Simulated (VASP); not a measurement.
# W3C2 (R-3m) in VASP: relaxation of cell and atoms with PBE

Aim: the relaxation of cell and atoms of W3C2 with PBE.

All numbers are computed with VASP 6.6.1; they aren't measurements. Logs are shortened: lines on timing, memory, paths and dates and some standing lists are left out, and cuts for length are marked.

## 1. The cell of the first run

It takes space group R-3m (No. 166, trigonal). Conventional cell: a = 4.645 Å, b = 4.645 Å, c = 10.844 Å, α = 90.00°, β = 90.00°, γ = 120.00°. W (site symmetry 3m) has 4 C at 1.97 to 2.85 Å and 7 W at 2.62 to 2.86 Å within 2.9 Å. W (site symmetry -3m) has 2 C at 2.14 Å and 6 W at 2.73 Å within 2.8 Å. C (site symmetry 3m) has 2 W at 1.97 to 2.14 Å within 2.6 Å.

The cell was generated, and may not be a known phase.

## 2. Relaxation of cell and atoms, PBE

Contents of INCAR:

```
ALGO = Normal
EDIFF = 1E-6
EDIFFG = -0.01
ENCUT = 600
GGA = PE
IBRION = 2
ISIF = 3
ISMEAR = 0
LASPH = T
LCHARG = F
LREAL = F
LWAVE = F
NELM = 60
NSW = 100
PREC = Accurate
SIGMA = 0.1
```

Contents of KPOINTS:

```
k-points
0
Gamma
  12 12 12
```

Contents of POSCAR:

```
W3C2
1.0
    2.3225740313      1.3409387422      3.6147848515
   -2.3225740313      1.3409387422      3.6147848515
    0.0000000000     -2.6818774844      3.6147848515
W C
3 2
Direct
    0.3792848464      0.3792848464      0.3792848464
    0.6207151536      0.6207151536      0.6207151536
    0.0000000000      0.0000000000      0.0000000000
    0.8027956675      0.8027956675      0.8027956675
    0.1972043325      0.1972043325      0.1972043325
```

Potentials or basis: VASP PAW PBE potentials, release 64 (W_sv, C).

Started as:

```bash
cat potpaw_PBE.64/W_sv/POTCAR potpaw_PBE.64/C/POTCAR > POTCAR
mpirun -np 1 vasp_std > vasp.out
```

OUTCAR:

```text
EDIFF = 1E-6
   EDIFFG = -0.01
   ENCUT = 600
   GGA = PE
   IBRION = 2
   ISIF = 3
   ISMEAR = 0
   LASPH = T
   LREAL = F
   NELM = 60
   NSW = 100
   PREC = Accurate

 ion  position               nearest neighbor table
   1  0.379  0.379  0.379-   5 1.97   2 2.62   3 2.73   3 2.73   3 2.73   2 2.86   2 2.86   2 2.86

   2  0.621  0.621  0.621-   4 1.97   1 2.62   3 2.73   3 2.73   3 2.73   1 2.86   1 2.86   1 2.86

   3  0.000  0.000  0.000-   4 2.14   5 2.14   2 2.73   2 2.73   1 2.73   1 2.73   2 2.73   1 2.73

   4  0.803  0.803  0.803-   2 1.97   3 2.14
   5  0.197  0.197  0.197-   1 1.97   3 2.14

  LATTYP: Found a trigonal (rhomboedric) cell.
 ALAT       =     4.5010150371
 COS(alpha) =     0.4674649468

  Lattice vectors:

 A1 = (   2.3225740313,   1.3409387422,   3.6147848515)
 A2 = (  -2.3225740313,   1.3409387422,   3.6147848515)
 A3 = (   0.0000000000,  -2.6818774844,   3.6147848515)

Analysis of symmetry for initial positions (statically):
=====================================================================
 Subroutine PRICEL returns:
 Original cell was already a primitive cell.

 Routine SETGRP: Setting up the symmetry group for a
 trigonal (rhombohedral) supercell.

 Subroutine GETGRP returns: Found 12 space group operations
 (whereof 12 operations were pure point group operations)
 out of a pool of 12 trial point group operations.

The static configuration has the point symmetry D_3d.

Analysis of symmetry for dynamics (positions and initial velocities):
=====================================================================
 Subroutine PRICEL returns:
 Original cell was already a primitive cell.

 Routine SETGRP: Setting up the symmetry group for a
 trigonal (rhombohedral) supercell.

 Subroutine GETGRP returns: Found 12 space group operations
 (whereof 12 operations were pure point group operations)
 out of a pool of 12 trial point group operations.

The dynamic configuration has the point symmetry D_3d.

 Subroutine INISYM returns: Found 12 space group operations
 (whereof 12 operations are pure point group operations),
 and found     1 'primitive' translations

----------------------------------------------------------------------------------------

                                     Primitive cell

  volume of cell :      67.5480

  direct lattice vectors                    reciprocal lattice vectors
     2.322574031  1.340938742  3.614784852     0.215278391  0.124291037  0.092213879
    -2.322574031  1.340938742  3.614784852    -0.215278391  0.124291037  0.092213879
     0.000000000 -2.681877484  3.614784852     0.000000000 -0.248582074  0.092213879

  length of vectors
     4.501015037  4.501015037  4.501015037     0.265134771  0.265134771  0.265134771

  position of ions in fractional coordinates (direct lattice)
     0.379284846  0.379284846  0.379284846
     0.620715154  0.620715154  0.620715154
     0.000000000  0.000000000  0.000000000
     0.802795667  0.802795667  0.802795667
     0.197204333  0.197204333  0.197204333

  ion indices of the primitive-cell ions
   primitive index   ion index
                 1           1
                 2           2
                 3           3
                 4           4
                 5           5

----------------------------------------------------------------------------------------

 KPOINTS: k-points

Automatic generation of k-mesh.
 Grid dimensions read from file:
 generate k-points for:   12   12   12

 Generating k-lattice:

  Cartesian coordinates                     Fractional coordinates (reciprocal lattice)
     0.017939866  0.010357586  0.007684490     0.083333333  0.000000000 -0.000000000
    -0.017939866  0.010357586  0.007684490     0.000000000  0.083333333 -0.000000000
     0.000000000 -0.020715173  0.007684490    -0.000000000 -0.000000000  0.083333333

  Length of vectors
     0.022094564  0.022094564  0.022094564

  Shift w.r.t. Gamma in fractional coordinates (k-lattice)
     0.000000000  0.000000000  0.000000000

 Subroutine IBZKPT returns following result:
 ===========================================

 Found    189 irreducible k-points:

 Following reciprocal coordinates:
            Coordinates               Weight
  0.000000  0.000000  0.000000      1.000000
  0.083333 -0.000000  0.000000      6.000000
  0.166667 -0.000000  0.000000      6.000000
  0.250000  0.000000  0.000000      6.000000
  0.333333  0.000000  0.000000      6.000000
  0.416667  0.000000  0.000000      6.000000
[... 16 lines left out ...]
  0.500000  0.166667  0.000000     12.000000
 -0.416667  0.166667 -0.000000     12.000000
 [... further k-points ...]
   k-points           NKPTS =    189   k-points in BZ     NKDIM =    189   number of bands    NBANDS=     30
   number of dos      NEDOS =    301   number of ions     NIONS =      5
   total plane-waves  NPLWV =  46656
   dimension x,y,z NGX =    36 NGY =   36 NGZ =   36
   dimension x,y,z NGXF=    72 NGYF=   72 NGZF=   72
   ions per type =               3   2
   NGX,Y,Z   is equivalent  to a cutoff of  13.30, 13.30, 13.30 a.u.
   NGXF,Y,Z  is equivalent  to a cutoff of  26.59, 26.59, 26.59 a.u.
 SYSTEM =  unknown system
   PREC   = accura    normal or accurate (medium, high low for compatibility)
   ISTART =      0    job   : 0-new  1-cont  2-samecut
   ICHARG =      2    charge: 1-file 2-atom 10-const
   ISPIN  =      1    spin polarized calculation?
   LNONCOLLINEAR =      F non collinear calculations
   LSORBIT =      F    spin-orbit coupling
   LASPH  =      T    aspherical Exc in radial PAW
   ENCUT  =  600.0 eV  44.10 Ry    6.64 a.u.   8.99  8.99  8.99*2*pi/ulx,y,z
   NELM   =     60;   NELMIN=  2; NELMDL= -5     # of ELM steps
   EDIFF  = 0.1E-05   stopping-criterion for ELM
   LREAL  =      F    real-space projection
   EDIFFG = -.1E-01   stopping-criterion for IOM
   NSW    =    100    number of steps for IOM
   IBRION =      2    ionic relax: 0-MD 1-quasi-New 2-CG
   NFREE  =      1    steps in history (QN), initial steepest desc. (CG)
   ISIF   =      3    stress and relaxation
   ISYM   =      2    0-nonsym 1-usesym 2-fastsym
   POTIM  = 0.5000    time-step for ionic-motion
   TEBEG  =    0.0;   TEEND  =   0.0 temperature during run
   PSTRESS=    0.0 pullay stress
   NELECT =      50.0000    total number of electrons
   NUPDOWN=      -1.0000    fix difference up-down
   EMIN   =  10.00;   EMAX   =-10.00  energy-range for DOS
   EFERMI =   0.00;   METHOD = LEGACY
   ISMEAR =     0;   SIGMA  =   0.10  broadening in eV -4-tet -1-fermi 0-gaus
   EFERMI_NEDOS =   21; number of points for ismear=-14 and -15
   IALGO  =     38    algorithm
   IMIX   =      4    mixing-type and parameters
     AMIX     =   0.40;   BMIX     =  1.00
     AMIX_MAG =   1.60;   BMIX_MAG =  1.00
  volume/ion in A,a.u.               =      13.51        91.17
  Fermi-wavevector in a.u.,A,eV,Ry     =   1.480906  2.798506 29.838691  2.193082
  Thomas-Fermi vector in A             =   2.594882
   LORBIT       =      0    0 simple, 1 ext, 2 COOP (PROOUT), +10 PAW based schemes
   GGA     = PE    functional components
   LHFCALC =     F    Hartree Fock is set to
   AEXX    =    0.0000 exact exchange contribution
   IVDW    =     0    specifies the selected vdW correction
   LEPSILON=     F    determine dielectric tensor
   LRPA    =     F    only Hartree local field effects (RPA)
 conjugate gradient relaxation of ions
 non-spin polarized calculation
 Gauss-broadening in eV      SIGMA  =   0.10
  energy-cutoff  :      600.00
  volume of cell :       67.55
 maximum number of plane-waves:      2282
   NGX = 17   NGY = 17   NGZ = 17

--------------------------------------- Ionic step        1  -------------------------------------------

 number of electron      50.0000000 magnetization

 Free energy of the ion-electron system (eV)
  ---------------------------------------------------
  ext. energy  EPLUGINS =         0.00000000
  ---------------------------------------------------
  free energy    TOTEN  =       -50.01001052 eV

  energy without entropy =      -49.99908253  energy(sigma->0) =      -50.00454653

------------------------ aborting loop because EDIFF is reached ----------------------------------------

  FORCE on cell =-STRESS in cart. coord.  units (eV):
  Direction    XX          YY          ZZ          XY          YZ          ZX
  --------------------------------------------------------------------------------------
  -------------------------------------------------------------------------------------
  Total        0.1973232      0.1973232      0.2630387      0.0000000      0.0000000      0.0000000
  in kB        4.6803295      4.6803295      6.2390445      0.0000000      0.0000000      0.0000000
  external PRESSURE =       5.1999012 kB  Pullay stress =       0.0000000 kB
[... 63 lines left out ...]
  energy  without entropy=      -49.9979783828  energy(sigma->0) =      -50.00337861

--------------------------------------- Ionic step        3  -------------------------------------------

 number of electron      50.0000000 magnetization

 Free energy of the ion-electron system (eV)
  ---------------------------------------------------
  ext. energy  EPLUGINS =         0.00000000
  ---------------------------------------------------
  free energy    TOTEN  =       -50.01024120 eV

  energy without entropy =      -49.99935021  energy(sigma->0) =      -50.00479570

 E-fermi :   9.0521     XC(G=0): -12.7722

 val. band max:        9.0513195317   @ k =  -0.3333   0.3333   0.0000
 cond. band min:       9.0545491886   @ k =   0.5000   0.4167   0.2500
 fundamental gap:      0.0032296569
 Fermi energy:         9.0521170283

 k-point     1 :       0.0000    0.0000    0.0000
  band No.  band energies     occupation
      1     -64.8774      2.00000
      2     -64.7457      2.00000
      3     -64.7000      2.00000
      4     -29.5198      2.00000
      5     -29.3663      2.00000
      6     -29.3663      2.00000
[... 781 lines left out ...]
     29      11.2051      0.00000
     30      11.8329      0.00000

 [... further k-points ...]

------------------------ aborting loop because EDIFF is reached ----------------------------------------

  FORCE on cell =-STRESS in cart. coord.  units (eV):
  Direction    XX          YY          ZZ          XY          YZ          ZX
  --------------------------------------------------------------------------------------
  -------------------------------------------------------------------------------------
  Total        0.0276600      0.0276600     -0.0387473      0.0000000     -0.0000000      0.0000000
  in kB        0.6548944      0.6548944     -0.9174052      0.0000000     -0.0000000      0.0000000
  external PRESSURE =       0.1307945 kB  Pullay stress =       0.0000000 kB
[... 20 lines left out ...]
  FREE ENERGIE OF THE ION-ELECTRON SYSTEM (eV)
  ---------------------------------------------------
  free  energy   TOTEN  =       -50.0102411974 eV

  energy  without entropy=      -49.9993502087  energy(sigma->0) =      -50.00479570

 reached required accuracy - stopping structural energy minimisation
```

Run time: 22 min. Hardware: 1 thread of Intel Xeon 8259CL, shared host; peak memory 0.5 GiB.

Results:

| Property | Result |
| --- | --- |
| Free energy | -50.0102 eV |
| Relaxed volume | 13.53 Å³/atom |
| Relaxed cell | a = 4.504 Å, b = 4.504 Å, c = 4.504 Å, α = 62.12°, β = 62.12°, γ = 62.12° |
| Space group after relaxing (to 0.1 Å) | R-3m (No. 166) |
| Energy gained by relaxing | 0.0 meV/atom |
| Ionic steps | 3 |
| Pressure after relaxing | 0.0 GPa |
| Largest force after relaxing | 0.010 eV/Å |
| Band gap on the k mesh | zero (bands 25 and 26 overlap by 0.87 eV) |

Forces in eV/Å, atoms in the order of the input:
```
W    0.000  0.000 -0.008
W    0.000  0.000  0.008
W    0.000  0.000  0.000
C    0.000  0.000  0.010
C    0.000  0.000 -0.010
```

The path:
```tsv
step	energy change (eV)	largest force (eV/Å)	pressure (GPa)	volume (Å³)
1	0.0000	0.0358	0.52	67.55
2	0.0012	0.1162	-1.25	67.98
3	-0.0002	0.0098	0.01	67.67
```

Final structure:
```
W C
1.0
     2.32382    1.34166    3.61738
    -2.32382    1.34166    3.61738
     0.00000   -2.68332    3.61738
W C
3 2
Direct
  0.37933 0.37933 0.37933
  0.62067 0.62067 0.62067
  0.00000 0.00000 0.00000
  0.80283 0.80283 0.80283
  0.19717 0.19717 0.19717
```

Levels at points of the mesh, in eV from the Fermi level:
| k point | band 22 | band 23 | band 24 | band 25 | band 26 | band 27 | band 28 | band 29 |
| --- | --- | --- | --- | --- | --- | --- | --- | --- |
| (0.00, 0.00, 0.00) | -1.12 | -1.12 | -0.69 | -0.69 | 1.01 | 1.01 | 1.71 | 3.10 |
| (0.50, 0.00, 0.00) | -2.17 | -0.87 | -0.67 | -0.12 | 0.07 | 1.35 | 2.05 | 2.34 |
| (0.50, 0.50, 0.00) | -1.87 | -1.62 | -1.11 | -0.81 | -0.49 | 0.68 | 1.40 | 1.69 |
| (0.50, 0.50, 0.50) | -2.38 | -2.38 | 0.12 | 0.12 | 1.39 | 1.39 | 1.65 | 1.65 |

Caveat: spin-orbit coupling is left out, which moves the levels of the heavy elements.
